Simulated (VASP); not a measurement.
# Pt (P6_3/mmc) in VASP: a series of runs

Runs on Pt. Level: PBEsol. Tasks: single point.

Everything below comes from runs of VASP 6.6.1. Logs are shortened: lines on timing, memory, paths and dates and some standing lists are left out, and cuts for length are marked.

## 1. The cell of the first run

It takes space group P6_3/mmc (No. 194, hexagonal). The conventional cell has a = 2.968 Å, b = 2.968 Å, c = 4.792 Å, α = 90.00°, β = 90.00°, γ = 120.00°. Pt (site symmetry -6m2) has 12 Pt at 2.95 to 2.97 Å within 3.9 Å.

## 2. Single point, PBEsol (strain +0.0750 x Voigt [1, 1, 0, 0, 0, 0])

File INCAR:

```
SYSTEM = Pt
PREC     = Accurate       ! precision mode
ENCUT    = 520            ! plane-wave cutoff, eV
EDIFF    = 1E-6           ! SCF threshold, eV
ISMEAR   = 0              ! smearing method
SIGMA    = 0.15           ! smearing width, eV
LREAL    = .FALSE.        ! projectors in reciprocal space
LASPH    = .TRUE.         ! aspherical terms in the spheres
NELM     = 80             ! most SCF steps
ALGO     = Fast           ! electronic algorithm
ISIF     = 2              ! what is computed and relaxed
LWAVE    = .FALSE.        ! write WAVECAR
LCHARG   = .FALSE.        ! write CHGCAR
GGA      = PS             ! functional
NBANDS   = 17             ! bands
```

File KPOINTS:

```
Automatic mesh
0
G
  18 18 10
  0 0 0
```

File POSCAR:

```
Pt
1.0
    2.9677155370      0.0000000000      0.0000000000
   -1.4838577685      2.5701170462      0.0000000000
    0.0000000000      0.0000000000      4.7921340000
Pt
2
Direct
    0.6666666667      0.3333333333      0.7500000000
    0.3333333333      0.6666666667      0.2500000000
```

Potentials or basis: VASP PAW PBE potentials, release 64 (Pt).

Started as:

```sh
cat potpaw_PBE.64/Pt/POTCAR > POTCAR
mpirun -np 1 vasp_std > vasp.out
```

OUTCAR:

```text
SYSTEM = Pt
   PREC = Accurate
   ENCUT = 520
   EDIFF = 1E-6
   ISMEAR = 0
   LREAL = .FALSE.
   LASPH = .TRUE.
   NELM = 80
   ISIF = 2
   GGA = PS

 ion  position               nearest neighbor table
   1  0.667  0.333  0.750-   2 2.95   2 2.95   2 2.95   2 2.95   2 2.95   2 2.95
   2  0.333  0.667  0.250-   1 2.95   1 2.95   1 2.95   1 2.95   1 2.95   1 2.95

  LATTYP: Found a hexagonal cell.
 ALAT       =     2.9677155370
 C/A-ratio  =     1.6147551678

  Lattice vectors:

 A1 = (   2.9677155370,   0.0000000000,   0.0000000000)
 A2 = (  -1.4838577685,   2.5701170462,   0.0000000000)
 A3 = (   0.0000000000,   0.0000000000,   4.7921340000)

Analysis of symmetry for initial positions (statically):
=====================================================================
 Subroutine PRICEL returns:
 Original cell was already a primitive cell.

 Routine SETGRP: Setting up the symmetry group for a
 hexagonal supercell.

 Subroutine GETGRP returns: Found 24 space group operations
 (whereof 12 operations were pure point group operations)
 out of a pool of 24 trial point group operations.

The static configuration has the point symmetry D_3d.
 The point group associated with its full space group is D_6h.

Analysis of symmetry for dynamics (positions and initial velocities):
=====================================================================
 Subroutine PRICEL returns:
 Original cell was already a primitive cell.

 Routine SETGRP: Setting up the symmetry group for a
 hexagonal supercell.

 Subroutine GETGRP returns: Found 24 space group operations
 (whereof 12 operations were pure point group operations)
 out of a pool of 24 trial point group operations.

The dynamic configuration has the point symmetry D_3d.
 The point group associated with its full space group is D_6h.

 Subroutine INISYM returns: Found 24 space group operations
 (whereof 12 operations are pure point group operations),
 and found     1 'primitive' translations

----------------------------------------------------------------------------------------

                                     Primitive cell

  volume of cell :      36.5514

  direct lattice vectors                    reciprocal lattice vectors
     2.967715537  0.000000000  0.000000000     0.336959519  0.194543669  0.000000000
    -1.483857769  2.570117046  0.000000000     0.000000000  0.389087338  0.000000000
     0.000000000  0.000000000  4.792134000     0.000000000  0.000000000  0.208675300

  length of vectors
     2.967715537  2.967715537  4.792134000     0.389087338  0.389087338  0.208675300

  position of ions in fractional coordinates (direct lattice)
[... 77 lines left out ...]
   ENCUT  =  520.0 eV  38.22 Ry    6.18 a.u.   5.52  5.52  8.91*2*pi/ulx,y,z
   NELM   =     80;   NELMIN=  2; NELMDL= -5     # of ELM steps
   EDIFF  = 0.1E-05   stopping-criterion for ELM
   LREAL  =      F    real-space projection
   EDIFFG = 0.1E-04   stopping-criterion for IOM
   NSW    =      0    number of steps for IOM
   IBRION =     -1    ionic relax: 0-MD 1-quasi-New 2-CG
   NFREE  =      0    steps in history (QN), initial steepest desc. (CG)
   ISIF   =      2    stress and relaxation
   ISYM   =      2    0-nonsym 1-usesym 2-fastsym
   POTIM  = 0.5000    time-step for ionic-motion
   TEBEG  =    0.0;   TEEND  =   0.0 temperature during run
   PSTRESS=    0.0 pullay stress
   NELECT =      20.0000    total number of electrons
   NUPDOWN=      -1.0000    fix difference up-down
   EMIN   =  10.00;   EMAX   =-10.00  energy-range for DOS
   EFERMI =   0.00;   METHOD = LEGACY
   ISMEAR =     0;   SIGMA  =   0.15  broadening in eV -4-tet -1-fermi 0-gaus
   EFERMI_NEDOS =   21; number of points for ismear=-14 and -15
   IALGO  =     68    algorithm
   IMIX   =      4    mixing-type and parameters
     AMIX     =   0.40;   BMIX     =  1.00
     AMIX_MAG =   1.60;   BMIX_MAG =  1.00
  volume/ion in A,a.u.               =      18.28       123.33
  Fermi-wavevector in a.u.,A,eV,Ry     =   1.339009  2.530360 24.394494  1.792945
  Thomas-Fermi vector in A             =   2.467434
   LORBIT       =      0    0 simple, 1 ext, 2 COOP (PROOUT), +10 PAW based schemes
   GGA     = PS    functional components
   LHFCALC =     F    Hartree Fock is set to
   AEXX    =    0.0000 exact exchange contribution
   IVDW    =     0    specifies the selected vdW correction
   LEPSILON=     F    determine dielectric tensor
   LRPA    =     F    only Hartree local field effects (RPA)
 non-spin polarized calculation
 RMM-DIIS sequential band-by-band and
 Gauss-broadening in eV      SIGMA  =   0.15
  energy-cutoff  :      520.00
  volume of cell :       36.55
 maximum number of plane-waves:      1014
 NGX is ok and might be reduce to    24
   NGX = 11   NGY = 11   NGZ = 17

 number of electron      20.0000001 magnetization

 Free energy of the ion-electron system (eV)
  ---------------------------------------------------
  ext. energy  EPLUGINS =         0.00000000
  ---------------------------------------------------
  free energy    TOTEN  =       -13.00624607 eV

  energy without entropy =      -12.93909398  energy(sigma->0) =      -12.97267002

 E-fermi :   7.7652     XC(G=0): -12.5118

 val. band max:        7.7652049683   @ k =   0.3889   0.1111   0.1000
 cond. band min:       7.7657285685   @ k =   0.3333   0.1667   0.1000
 fundamental gap:      0.0005236002
 Fermi energy:         7.7652121811

 k-point     1 :       0.0000    0.0000    0.0000
  band No.  band energies     occupation
      1      -0.5359      2.00000
      2       2.2286      2.00000
      3       5.0624      2.00000
      4       5.1114      2.00000
      5       5.1114      2.00000
      6       5.4867      2.00000
[... 457 lines left out ...]
      4       4.8870      2.00000
      5       5.1078      2.00000
      6       5.3445      2.00000
[... 9 lines left out ...]
     16      18.6498      0.00000
     17      21.0147      0.00000

 [... further k-points ...]
[... 5 lines left out ...]
  --------------------------------------------------------------------------------------
  -------------------------------------------------------------------------------------
  Total       -7.5950712     -7.5950712     -6.5742329     -0.0000000      0.0000000      0.0000000
  in kB     -332.9187903   -332.9187903   -288.1718434     -0.0000000      0.0000000      0.0000000
  external PRESSURE =    -318.0031414 kB  Pullay stress =       0.0000000 kB

 VOLUME and BASIS-vectors are now :
 -----------------------------------------------------------------------------
  energy-cutoff  :      520.00
  volume of cell :       36.55
      direct lattice vectors                 reciprocal lattice vectors
     2.967715537  0.000000000  0.000000000     0.336959519  0.194543669  0.000000000
    -1.483857769  2.570117046  0.000000000     0.000000000  0.389087338  0.000000000
     0.000000000  0.000000000  4.792134000     0.000000000  0.000000000  0.208675300

 POSITION                                       TOTAL-FORCE (eV/Angst)
 -----------------------------------------------------------------------------------
      1.48386      0.85671      3.59410        -0.000000      0.000000      0.000000
     -0.00000      1.71341      1.19803         0.000000     -0.000000      0.000000
 -----------------------------------------------------------------------------------
    total drift:                               -0.000000      0.000000     -0.000000

  FREE ENERGIE OF THE ION-ELECTRON SYSTEM (eV)
  ---------------------------------------------------
  free  energy   TOTEN  =       -13.0062460710 eV

  energy  without entropy=      -12.9390939754  energy(sigma->0) =      -12.97267002
```

OSZICAR:

```text
N       E                     dE             d eps       ncg     rms          rms(c)
DAV:   1     0.957107545276E+02    0.95711E+02   -0.10216E+04  7564   0.111E+03
DAV:   2    -0.120595087920E+02   -0.10777E+03   -0.10185E+03  8313   0.232E+02
DAV:   3    -0.138983364125E+02   -0.18388E+01   -0.18011E+01  9172   0.297E+01
DAV:   4    -0.139083182070E+02   -0.99818E-02   -0.99795E-02  8879   0.230E+00
DAV:   5    -0.139084264125E+02   -0.10821E-03   -0.10820E-03  9334   0.255E-01    0.111E+01
RMM:   6    -0.130472461749E+02    0.86118E+00   -0.15863E+00  7566   0.903E+00    0.573E+00
RMM:   7    -0.130112121053E+02    0.36034E-01   -0.15078E-01  7833   0.276E+00    0.298E+00
RMM:   8    -0.130075450986E+02    0.36670E-02   -0.23786E-02  7891   0.113E+00    0.952E-01
RMM:   9    -0.130062118077E+02    0.13333E-02   -0.35551E-03  8252   0.428E-01    0.360E-02
RMM:  10    -0.130062507829E+02   -0.38975E-04   -0.37285E-04  8339   0.121E-01    0.619E-02
RMM:  11    -0.130062457307E+02    0.50522E-05   -0.78007E-05  8349   0.666E-02    0.177E-02
RMM:  12    -0.130062460710E+02   -0.34033E-06   -0.96218E-06  8395   0.228E-02
   1 F= -.13006246E+02 E0= -.12972670E+02  d E =-.671521E-01
```

It took 34 s on 1 thread of Intel Xeon 6975P-C (Granite Rapids), shared host; peak memory 0.24 GiB.

What came out:

```
Free energy            : -13.0062 eV
Pressure               : -31.8 GPa
Band gap on the k mesh : zero (band 10 reaches 7.97 eV, above the bottom of band 11 at 7.08 eV)
```

Caveat: the cell differs from its parent crystal (strain +0.0750 x Voigt [1, 1, 0, 0, 0, 0]); the PAW data sets were made with another functional, which shifts forces and pressure a little; spin-orbit coupling is left out, which moves the levels of the heavy elements.

## 3. Single point, PBEsol (strain +0.0875 x Voigt [1, 1, 0, 0, 0, 0])

File INCAR:

```
PREC = Accurate
ENCUT = 520
EDIFF = 1E-7
ISMEAR = 0
SIGMA = 0.15
LREAL = F
LASPH = T
NELM = 100
ALGO = Fast
ISIF = 2
LWAVE = F
LCHARG = F
GGA = PS
NBANDS = 17
```

File KPOINTS:

```
regular mesh
0
Gamma
  18 18 10
```

File POSCAR:

```
Pt
1.0
    3.0022238572      0.0000000000      0.0000000000
   -1.5011119286      2.6000021281      0.0000000000
    0.0000000000      0.0000000000      4.7921340000
Pt
2
Direct
    0.6666666667      0.3333333333      0.7500000000
    0.3333333333      0.6666666667      0.2500000000
```

Potentials or basis: VASP PAW PBE potentials, release 64 (Pt).

Started as:

```sh
cat potpaw_PBE.64/Pt/POTCAR > POTCAR
mpirun -np 1 vasp_std > vasp.out
```

Run time: 42 s. Hardware: 1 thread of Intel Xeon 6975P-C (Granite Rapids), shared host; peak memory 0.24 GiB.

Results (log left out):

```
Free energy            : -12.8255 eV
Pressure               : -33.3 GPa
Band gap on the k mesh : zero (band 10 reaches 7.60 eV, above the bottom of band 11 at 6.75 eV)
```

Stress tensor (GPa, compression positive):
```
-34.55   0.00   0.00
  0.00 -34.55   0.00
  0.00   0.00 -30.86
```

Levels at points of the mesh, in eV from the Fermi level:
```tsv
k point	band 6	band 7	band 8	band 9	band 10	band 11	band 12	band 13	band 14	band 15
(0.00, 0.00, 0.00)	-2.17	-2.17	-1.81	-1.81	-0.21	-0.21	0.45	4.59	14.74	16.84
(0.50, 0.00, 0.00)	-2.13	-1.99	-0.09	0.15	0.16	1.76	2.75	6.96	8.39	8.48
(0.00, 0.00, 0.50)	-2.66	-2.66	-2.66	-0.66	-0.66	-0.66	-0.66	12.39	12.39	15.02
(0.50, 0.00, 0.50)	-1.58	-0.57	-0.57	0.06	0.06	1.71	1.71	5.03	5.03	13.82
```

Caveat: the cell differs from its parent crystal (strain +0.0875 x Voigt [1, 1, 0, 0, 0, 0]); the PAW data sets were made with another functional, which shifts forces and pressure a little; spin-orbit coupling is left out, which moves the levels of the heavy elements.

## 4. Single point, PBEsol (strain +0.1000 x Voigt [1, 1, 0, 0, 0, 0])

File INCAR:

```
SYSTEM = Pt
PREC = Accurate
ENCUT = 520
EDIFF = 1E-6
ISMEAR = 0
SIGMA = 0.15
LREAL = .False.
LASPH = .True.
NELM = 80
ALGO = Fast
ISIF = 2
LWAVE = .False.
LCHARG = .False.
GGA = PS
NBANDS = 17
```

File KPOINTS:

```
regular mesh
0
Gamma
  18 18 10
  0 0 0
```

File POSCAR:

```
Pt
1.0
    3.0367321774      0.0000000000      0.0000000000
   -1.5183660887      2.6298872101      0.0000000000
    0.0000000000      0.0000000000      4.7921340000
Pt
2
Direct
    0.6666666667      0.3333333333      0.7500000000
    0.3333333333      0.6666666667      0.2500000000
```

Started as:

```sh
cat potpaw_PBE.64/Pt/POTCAR > POTCAR
mpirun -np 1 vasp_std > vasp.out
```

Wall time 33 s (1 thread of Intel Xeon 6975P-C (Granite Rapids), shared host); peak memory 0.24 GiB.

Results (log left out):

```
Free energy            : -12.6371 eV
Pressure               : -34.5 GPa
Band gap on the k mesh : zero (band 10 reaches 7.25 eV, above the bottom of band 11 at 6.44 eV)
```

Stress tensor (GPa, compression positive):
```
-35.36   0.00   0.00
  0.00 -35.36   0.00
  0.00   0.00 -32.63
```

Levels at points of the mesh, in eV from the Fermi level:
```csv
k point,band 8,band 9,band 10,band 11,band 12,band 13
"(0.00, 0.00, 0.00)",-1.80,-1.80,-0.21,-0.21,0.61,4.59
"(0.50, 0.00, 0.00)",-0.12,0.12,0.17,1.70,2.62,6.98
"(0.00, 0.00, 0.50)",-2.58,-0.64,-0.64,-0.64,-0.64,12.46
"(0.50, 0.00, 0.50)",-0.54,0.03,0.03,1.71,1.71,4.88
```

Caveat: the cell differs from its parent crystal (strain +0.1000 x Voigt [1, 1, 0, 0, 0, 0]); the PAW data sets were made with another functional, which shifts forces and pressure a little; spin-orbit coupling is left out, which moves the levels of the heavy elements.

(Continued in part 2 of 2.)
